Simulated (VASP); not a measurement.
# NaTlS2 (P-4m2) in VASP: further runs

Runs on NaTlS2. Level: PBEsol. Tasks: single point, relaxation of cell and atoms.

All numbers are computed with VASP 6.6.1; they aren't measurements. Logs are shortened: lines on timing, memory, paths and dates and some standing lists are left out, and cuts for length are marked.

## (1) The cell of the first run

It takes space group P-4m2 (No. 115, tetragonal). Conventional cell: a = 4.184 Å, b = 4.184 Å, c = 13.316 Å, α = 90.00°, β = 90.00°, γ = 90.00°. Within 3.5 Å of Na (site symmetry 2mm) lie 4 S at 2.65 to 2.87 Å. Within 3.5 Å of S (site symmetry -4m2) lie 4 Na at 2.65 Å. Within 3.3 Å of S (site symmetry 2mm) lie 2 Tl at 2.52 Å and 2 Na at 2.87 Å. S (site symmetry -4m2) has 4 Tl at 2.68 Å within 3.5 Å. Tl (site symmetry 2mm) has 4 S at 2.52 to 2.68 Å within 3.3 Å.

## (2) Single point, PBEsol

File INCAR:

```
PREC = Accurate
ENCUT = 520
EDIFF = 1E-6
ISMEAR = -1
SIGMA = 0.03
LREAL = F
LASPH = T
NELM = 100
ALGO = Normal
ISIF = 2
LWAVE = F
LCHARG = F
GGA = PS
NBANDS = 42
```

File KPOINTS:

```
Automatic mesh
0
Gamma
  6 6 2
```

File POSCAR:

```
NaTlS2
1.0
    4.1835380662      0.0000000000      0.0000000000
    0.0000000000      4.1835380662      0.0000000000
    0.0000000000      0.0000000000     13.3157206566
Na S Tl
2 4 2
Direct
    0.5000000000      0.0000000000      0.8783636957
    0.0000000000      0.5000000000      0.1216363043
    0.5000000000      0.5000000000      0.0000000000
    0.0000000000      0.0000000000      0.2691183100
    0.5000000000      0.5000000000      0.5000000000
    0.0000000000      0.0000000000      0.7308816900
    0.5000000000      0.0000000000      0.3742671662
    0.0000000000      0.5000000000      0.6257328338
```

Potentials or basis: VASP PAW PBE potentials, release 64 (Na_pv, S, Tl_d).

Started as:

```console
> cat potpaw_PBE.64/Na_pv/POTCAR potpaw_PBE.64/S/POTCAR potpaw_PBE.64/Tl_d/POTCAR > POTCAR
> mpirun -np 1 vasp_std > vasp.out
```

OUTCAR:

```text
PREC = Accurate
   ENCUT = 520
   EDIFF = 1E-6
   ISMEAR = -1
   LREAL = F
   LASPH = T
   NELM = 100
   ISIF = 2
   GGA = PS

 ion  position               nearest neighbor table
   1  0.500  0.000  0.878-   3 2.65   3 2.65
   2  0.000  0.500  0.122-   3 2.65   3 2.65
   3  0.500  0.500  0.000-   1 2.65   2 2.65   1 2.65   2 2.65
   4  0.000  0.000  0.269-   7 2.52   7 2.52
   5  0.500  0.500  0.500-   7 2.68   8 2.68   7 2.68   8 2.68
   6  0.000  0.000  0.731-   8 2.52   8 2.52
   7  0.500  0.000  0.374-   4 2.52   4 2.52   5 2.68   5 2.68
   8  0.000  0.500  0.626-   6 2.52   6 2.52   5 2.68   5 2.68

  LATTYP: Found a simple tetragonal cell.
 ALAT       =     4.1835380662
 C/A-ratio  =     3.1828850236

  Lattice vectors:

 A1 = (   4.1835380662,   0.0000000000,   0.0000000000)
 A2 = (   0.0000000000,   4.1835380662,   0.0000000000)
 A3 = (   0.0000000000,   0.0000000000,  13.3157206566)

Analysis of symmetry for initial positions (statically):
=====================================================================
 Subroutine PRICEL returns:
 Original cell was already a primitive cell.

 Routine SETGRP: Setting up the symmetry group for a
 simple tetragonal supercell.

 Subroutine GETGRP returns: Found  8 space group operations
 (whereof  8 operations were pure point group operations)
 out of a pool of 16 trial point group operations.

The static configuration has the point symmetry D_2d.

Analysis of symmetry for dynamics (positions and initial velocities):
=====================================================================
 Subroutine PRICEL returns:
 Original cell was already a primitive cell.

 Routine SETGRP: Setting up the symmetry group for a
 simple tetragonal supercell.

 Subroutine GETGRP returns: Found  8 space group operations
 (whereof  8 operations were pure point group operations)
 out of a pool of 16 trial point group operations.

The dynamic configuration has the point symmetry D_2d.

 Subroutine INISYM returns: Found  8 space group operations
 (whereof  8 operations are pure point group operations),
 and found     1 'primitive' translations

----------------------------------------------------------------------------------------

                                     Primitive cell

  volume of cell :     233.0516

  direct lattice vectors                    reciprocal lattice vectors
     4.183538066  0.000000000  0.000000000     0.239032126  0.000000000  0.000000000
     0.000000000  4.183538066  0.000000000     0.000000000  0.239032126  0.000000000
     0.000000000  0.000000000 13.315720657     0.000000000  0.000000000  0.075099202

  length of vectors
     4.183538066  4.183538066 13.315720657     0.239032126  0.239032126  0.075099202

  position of ions in fractional coordinates (direct lattice)
     0.500000000  0.000000000  0.878363696
     0.000000000  0.500000000  0.121636304
     0.500000000  0.500000000  0.000000000
     0.000000000  0.000000000  0.269118310
     0.500000000  0.500000000  0.500000000
     0.000000000  0.000000000  0.730881690
     0.500000000  0.000000000  0.374267166
     0.000000000  0.500000000  0.625732834

  ion indices of the primitive-cell ions
   primitive index   ion index
                 1           1
                 2           2
                 3           3
                 4           4
                 5           5
                 6           6
                 7           7
                 8           8

----------------------------------------------------------------------------------------

 KPOINTS: Automatic mesh

Automatic generation of k-mesh.
 Grid dimensions read from file:
 generate k-points for:    6    6    2

 Generating k-lattice:

  Cartesian coordinates                     Fractional coordinates (reciprocal lattice)
     0.039838688  0.000000000  0.000000000     0.166666667  0.000000000  0.000000000
     0.000000000  0.039838688  0.000000000     0.000000000  0.166666667  0.000000000
     0.000000000  0.000000000  0.037549601     0.000000000  0.000000000  0.500000000

  Length of vectors
     0.039838688  0.039838688  0.037549601

  Shift w.r.t. Gamma in fractional coordinates (k-lattice)
     0.000000000  0.000000000  0.000000000

 Subroutine IBZKPT returns following result:
 ===========================================

 Found     20 irreducible k-points:

 Following reciprocal coordinates:
            Coordinates               Weight
  0.000000  0.000000  0.000000      1.000000
  0.166667  0.000000  0.000000      4.000000
  0.333333  0.000000  0.000000      4.000000
  0.500000  0.000000  0.000000      2.000000
  0.166667  0.166667  0.000000      4.000000
  0.333333  0.166667  0.000000      8.000000
[... 12 lines left out ...]
  0.500000  0.333333  0.500000      4.000000
  0.500000  0.500000  0.500000      1.000000
   k-points           NKPTS =     20   k-points in BZ     NKDIM =     20   number of bands    NBANDS=     42
   number of dos      NEDOS =    301   number of ions     NIONS =      8
   total plane-waves  NPLWV = 102400
   dimension x,y,z NGX =    32 NGY =   32 NGZ =  100
   dimension x,y,z NGXF=    64 NGYF=   64 NGZF=  200
   ions per type =               2   4   2
   NGX,Y,Z   is equivalent  to a cutoff of  12.72, 12.72, 12.48 a.u.
   NGXF,Y,Z  is equivalent  to a cutoff of  25.43, 25.43, 24.97 a.u.
 SYSTEM =  unknown system
   PREC   = accura    normal or accurate (medium, high low for compatibility)
   ISTART =      0    job   : 0-new  1-cont  2-samecut
   ICHARG =      2    charge: 1-file 2-atom 10-const
   ISPIN  =      1    spin polarized calculation?
   LNONCOLLINEAR =      F non collinear calculations
   LSORBIT =      F    spin-orbit coupling
   LASPH  =      T    aspherical Exc in radial PAW
   ENCUT  =  520.0 eV  38.22 Ry    6.18 a.u.   7.78  7.78 24.76*2*pi/ulx,y,z
   NELM   =    100;   NELMIN=  2; NELMDL= -5     # of ELM steps
   EDIFF  = 0.1E-05   stopping-criterion for ELM
   LREAL  =      F    real-space projection
   EDIFFG = 0.1E-04   stopping-criterion for IOM
   NSW    =      0    number of steps for IOM
   IBRION =     -1    ionic relax: 0-MD 1-quasi-New 2-CG
   NFREE  =      0    steps in history (QN), initial steepest desc. (CG)
   ISIF   =      2    stress and relaxation
   ISYM   =      2    0-nonsym 1-usesym 2-fastsym
   POTIM  = 0.5000    time-step for ionic-motion
   TEBEG  =    0.0;   TEEND  =   0.0 temperature during run
   PSTRESS=    0.0 pullay stress
   NELECT =      64.0000    total number of electrons
   NUPDOWN=      -1.0000    fix difference up-down
   EMIN   =  10.00;   EMAX   =-10.00  energy-range for DOS
   EFERMI =   0.00;   METHOD = LEGACY
   ISMEAR =    -1;   SIGMA  =   0.03  broadening in eV -4-tet -1-fermi 0-gaus
   EFERMI_NEDOS =   21; number of points for ismear=-14 and -15
   IALGO  =     38    algorithm
   IMIX   =      4    mixing-type and parameters
     AMIX     =   0.40;   BMIX     =  1.00
     AMIX_MAG =   1.60;   BMIX_MAG =  1.00
  volume/ion in A,a.u.               =      29.13       196.59
  Fermi-wavevector in a.u.,A,eV,Ry     =   1.064104  2.010865 15.406115  1.132318
  Thomas-Fermi vector in A             =   2.199611
   LORBIT       =      0    0 simple, 1 ext, 2 COOP (PROOUT), +10 PAW based schemes
   GGA     = PS    functional components
   LHFCALC =     F    Hartree Fock is set to
   AEXX    =    0.0000 exact exchange contribution
   IVDW    =     0    specifies the selected vdW correction
   LEPSILON=     F    determine dielectric tensor
   LRPA    =     F    only Hartree local field effects (RPA)
 non-spin polarized calculation
  energy-cutoff  :      520.00
  volume of cell :      233.05
 maximum number of plane-waves:      6328
 NGX is ok and might be reduce to    32
   NGX = 15   NGY = 15   NGZ = 49

 number of electron      64.0000036 magnetization

 Free energy of the ion-electron system (eV)
  ---------------------------------------------------
  ext. energy  EPLUGINS =         0.00000000
  ---------------------------------------------------
  free energy    TOTEN  =       -28.14391914 eV

  energy without entropy =      -28.13164836  energy(sigma->0) =      -28.13778375

 E-fermi :   2.0502     XC(G=0):  -8.1174

 val. band max:        2.0457073673   @ k =   0.0000   0.0000   0.0000
 cond. band min:       2.0792694939   @ k =   0.1667   0.0000   0.5000
 fundamental gap:      0.0335621267
 Fermi energy:         2.0502207177

 k-point     1 :       0.0000    0.0000    0.0000
  band No.  band energies     occupation
      1     -20.3043      2.00000
      2     -20.3043      2.00000
      3     -20.2766      2.00000
      4     -20.2691      2.00000
      5     -20.2618      2.00000
      6     -20.2618      2.00000
[... 34 lines left out ...]
     41       7.2836      0.00000
     42       8.4270      0.00000

 k-point     2 :       0.1667    0.0000    0.0000
  band No.  band energies     occupation
      1     -20.3062      2.00000
      2     -20.3042      2.00000
      3     -20.2760      2.00000
      4     -20.2692      2.00000
      5     -20.2639      2.00000
      6     -20.2617      2.00000
[... 34 lines left out ...]
     41       7.5866      0.00000
     42       7.8694      0.00000

 k-point     3 :       0.3333    0.0000    0.0000
  band No.  band energies     occupation
      1     -20.3100      2.00000
      2     -20.3039      2.00000
      3     -20.2752      2.00000
      4     -20.2701      2.00000
      5     -20.2671      2.00000
      6     -20.2615      2.00000
[... 717 lines left out ...]
      4     -20.2697      2.00000
      5     -20.2688      2.00000
      6     -20.2668      2.00000
[... 34 lines left out ...]
     41       8.2903      0.00000
     42       8.3652      0.00000

 k-point    20 :       0.5000    0.5000    0.5000
  band No.  band energies     occupation
      1     -20.3119      2.00000
      2     -20.3103      2.00000
      3     -20.2748      2.00000
      4     -20.2693      2.00000
      5     -20.2693      2.00000
      6     -20.2678      2.00000
[... 34 lines left out ...]
     41       8.4167      0.00000
     42       8.9646      0.00000

------------------------ aborting loop because EDIFF is reached ----------------------------------------

  FORCE on cell =-STRESS in cart. coord.  units (eV):
  Direction    XX          YY          ZZ          XY          YZ          ZX
  --------------------------------------------------------------------------------------
  -------------------------------------------------------------------------------------
  Total       -0.0302997     -0.0302997     -0.0300846      0.0000000      0.0000000      0.0000000
  in kB       -0.2083039     -0.2083039     -0.2068247      0.0000000      0.0000000      0.0000000
  external PRESSURE =      -0.2078109 kB  Pullay stress =       0.0000000 kB

 VOLUME and BASIS-vectors are now :
 -----------------------------------------------------------------------------
  energy-cutoff  :      520.00
  volume of cell :      233.05
      direct lattice vectors                 reciprocal lattice vectors
     4.183538066  0.000000000  0.000000000     0.239032126  0.000000000  0.000000000
     0.000000000  4.183538066  0.000000000     0.000000000  0.239032126  0.000000000
     0.000000000  0.000000000 13.315720657     0.000000000  0.000000000  0.075099202

 POSITION                                       TOTAL-FORCE (eV/Angst)
 -----------------------------------------------------------------------------------
      2.09177      0.00000     11.69605         0.000000      0.000000     -0.006080
      0.00000      2.09177      1.61968         0.000000      0.000000      0.006080
      2.09177      2.09177      0.00000         0.000000     -0.000000      0.000000
      0.00000      0.00000      3.58350        -0.000000      0.000000      0.007363
      2.09177      2.09177      6.65786         0.000000     -0.000000      0.000000
      0.00000      0.00000      9.73222         0.000000      0.000000     -0.007363
      2.09177      0.00000      4.98364         0.000000      0.000000      0.001282
      0.00000      2.09177      8.33208         0.000000      0.000000     -0.001282
 -----------------------------------------------------------------------------------
    total drift:                                0.000000      0.000000      0.000000

  FREE ENERGIE OF THE ION-ELECTRON SYSTEM (eV)
  ---------------------------------------------------
  free  energy   TOTEN  =       -28.1439191386 eV

  energy  without entropy=      -28.1316483551  energy(sigma->0) =      -28.13778375
```

Wall time 1.7 min (1 thread of Intel Xeon 6975P-C (Granite Rapids), shared host); peak memory 0.4 GiB.

What came out:

* Free energy: -28.1439 eV
* Pressure: 0.0 GPa
* Largest force: 0.007 eV/Å
* Band gap on the k mesh: zero (bands 32 and 33 overlap by 0.06 eV)

Forces in eV/Å, atoms in the order of the input:
```
Na   0.000  0.000 -0.006
Na   0.000  0.000  0.006
S    0.000  0.000  0.000
S    0.000  0.000  0.007
S    0.000  0.000  0.000
S    0.000  0.000 -0.007
Tl   0.000  0.000  0.001
Tl   0.000  0.000 -0.001
```

Caveat: the PAW data sets were made with another functional, which shifts forces and pressure a little; spin-orbit coupling is left out, which moves the levels of the heavy elements.

## (3) Relaxation of cell and atoms, PBEsol

This run uses another cell than the first one, of 23.70 Å³/atom.

File INCAR:

```
ALGO = Normal ; EDIFF = 1E-6
EDIFFG = -0.01 ; ENCUT = 600
GGA = PS ; IBRION = 2
ISIF = 3 ; ISMEAR = -1
LASPH = True ; LCHARG = False
LREAL = False ; LWAVE = False
NELM = 80 ; NSW = 100
PREC = Accurate ; SIGMA = 0.03
```

File KPOINTS:

```
k-points
0
Gamma
  6 6 2
```

File POSCAR:

```
NaTlS2
1.0
    4.0621521398      0.0000000000      0.0000000000
    0.0000000000      4.0621521398      0.0000000000
    0.0000000000      0.0000000000     11.4895012970
Na S Tl
2 4 2
Direct
    0.5000000000      0.0000000000      0.8750000000
    0.0000000000      0.5000000000      0.1250000000
    0.5000000000      0.5000000000      0.0000000000
    0.0000000000      0.0000000000      0.2500000000
    0.5000000000      0.5000000000      0.5000000000
    0.0000000000      0.0000000000      0.7500000000
    0.5000000000      0.0000000000      0.3750000000
    0.0000000000      0.5000000000      0.6250000000
```

Potentials or basis: VASP PAW PBE potentials, release 64 (Na_pv, S, Tl_d).

Started as:

```console
> cat potpaw_PBE.64/Na_pv/POTCAR potpaw_PBE.64/S/POTCAR potpaw_PBE.64/Tl_d/POTCAR > POTCAR
> mpirun -np 1 vasp_std > vasp.out
```

Run time: 25 min. Hardware: 1 thread of Intel Xeon 6975P-C (Granite Rapids), shared host; peak memory 0.41 GiB.

It converged, with:

```yaml
Free_energy: -28.1350 eV
Relaxed_volume: 29.15 Å³/atom
Relaxed_cell: a = 4.185 Å, b = 4.185 Å, c = 13.311 Å, α = 90.00°, β = 90.00°, γ = 90.00°
Space_group_after_relaxing_to_0.1_Å: P-4m2 (No. 115)
Energy_gained_by_relaxing: 154.6 meV/atom
Ionic_steps: 34
Pressure_after_relaxing: 0.0 GPa
Largest_force_after_relaxing: 0.007 eV/Å
Band_gap_on_the_k_mesh: zero (bands 32 and 33 overlap by 0.06 eV)
```

Forces in eV/Å, atoms in the order of the input:
```
Na   0.000  0.000 -0.003
Na   0.000  0.000  0.003
S    0.000  0.000  0.000
S    0.000  0.000 -0.001
S    0.000  0.000  0.000
S    0.000  0.000  0.001
Tl   0.000  0.000 -0.007
Tl   0.000  0.000  0.007
```

The path:
| step | energy change (eV) | largest force (eV/Å) | pressure (GPa) | volume (Å³) |
| --- | --- | --- | --- | --- |
| 1 | 0.0000 | 1.3131 | 9.18 | 189.59 |
| 2 | -1.0798 | 0.7120 | -0.37 | 229.34 |
| 3 | -1.0800 | 0.7120 | -0.43 | 229.77 |
| 4 | -1.1437 | 0.4497 | -0.15 | 228.77 |
| 5 | -1.1744 | 0.2185 | 0.35 | 227.40 |
| 6 | -1.1857 | 0.2057 | 0.07 | 229.75 |
| 7 | -1.1926 | 0.1862 | -0.35 | 233.42 |
| 8 | -1.2026 | 0.1286 | -0.14 | 232.44 |
| 9 | -1.2078 | 0.0918 | 0.14 | 231.25 |
| 10 | -1.2079 | 0.1006 | 0.20 | 231.06 |
| 11 | -1.2130 | 0.1051 | 0.02 | 232.46 |
| 12 | -1.2146 | 0.1678 | -0.31 | 235.27 |
| 13 | -1.2154 | 0.1138 | -0.19 | 234.24 |
| 14 | -1.2198 | 0.1102 | -0.14 | 234.22 |
| 15 | -1.2288 | 0.1036 | -0.01 | 234.09 |
| 16 | -1.2210 | 0.1255 | 0.27 | 233.46 |
| 17 | -1.2304 | 0.1047 | 0.07 | 233.96 |
| 18 | -1.2331 | 0.0500 | -0.06 | 234.68 |
| 19 | -1.2338 | 0.0494 | -0.13 | 235.16 |
| 20 | -1.2339 | 0.0496 | -0.16 | 235.34 |
| 21 | -1.2354 | 0.0672 | -0.01 | 233.97 |
| 22 | -1.2355 | 0.0779 | 0.09 | 233.12 |
| 23 | -1.2363 | 0.0286 | 0.07 | 232.82 |
| 24 | -1.2364 | 0.0210 | 0.06 | 232.77 |
| 25 | -1.2365 | 0.0129 | -0.03 | 233.35 |
| 26 | -1.2365 | 0.0132 | -0.03 | 233.33 |
| 27 | -1.2365 | 0.0146 | -0.03 | 233.30 |
| 28 | -1.2365 | 0.0159 | 0.02 | 233.04 |
| 29 | -1.2365 | 0.0136 | -0.01 | 233.27 |
| 30 | -1.2365 | 0.0134 | -0.01 | 233.29 |
| 31 | -1.2366 | 0.0102 | -0.01 | 233.21 |
| 32 | -1.2366 | 0.0161 | 0.01 | 233.01 |
| 33 | -1.2366 | 0.0126 | 0.00 | 233.06 |
| 34 | -1.2367 | 0.0065 | -0.02 | 233.17 |

Final structure:
```
Na S Tl
1.0
     4.18540    0.00000    0.00000
     0.00000    4.18540    0.00000
     0.00000    0.00000   13.31051
Na S Tl
2 4 2
Direct
  0.50000 0.00000 0.87826
  0.00000 0.50000 0.12174
  0.50000 0.50000 0.00000
  0.00000 0.00000 0.26946
  0.50000 0.50000 0.50000
  0.00000 0.00000 0.73054
  0.50000 0.00000 0.37450
  0.00000 0.50000 0.62550
```

Levels at points of the mesh, in eV from the Fermi level:
| k point | band 29 | band 30 | band 31 | band 32 | band 33 | band 34 | band 35 | band 36 |
| --- | --- | --- | --- | --- | --- | --- | --- | --- |
| (0.00, 0.00, 0.00) | -1.55 | -0.95 | -0.75 | 0.00 | 0.00 | 0.39 | 1.59 | 2.61 |
| (0.50, 0.00, 0.00) | -1.38 | -1.28 | -0.65 | -0.03 | 0.09 | 0.14 | 3.84 | 4.13 |
| (0.50, 0.50, 0.00) | -2.46 | -1.00 | -1.00 | -0.45 | 0.93 | 0.93 | 1.68 | 2.57 |
| (0.00, 0.00, 0.50) | -1.55 | -1.36 | -0.22 | -0.01 | -0.01 | 0.18 | 1.62 | 2.51 |
| (0.50, 0.00, 0.50) | -1.38 | -1.35 | -0.74 | 0.05 | 0.13 | 0.14 | 3.79 | 4.12 |
| (0.50, 0.50, 0.50) | -2.45 | -1.00 | -1.00 | -0.46 | 0.94 | 0.94 | 1.75 | 2.61 |

Caveat: the volume moved by over 15 % at a fixed basis, so the end points are rough; the PAW data sets were made with another functional, which shifts forces and pressure a little; spin-orbit coupling is left out, which moves the levels of the heavy elements.

The gap in the log of VASP goes by the Fermi energy; the results here count the filled bands.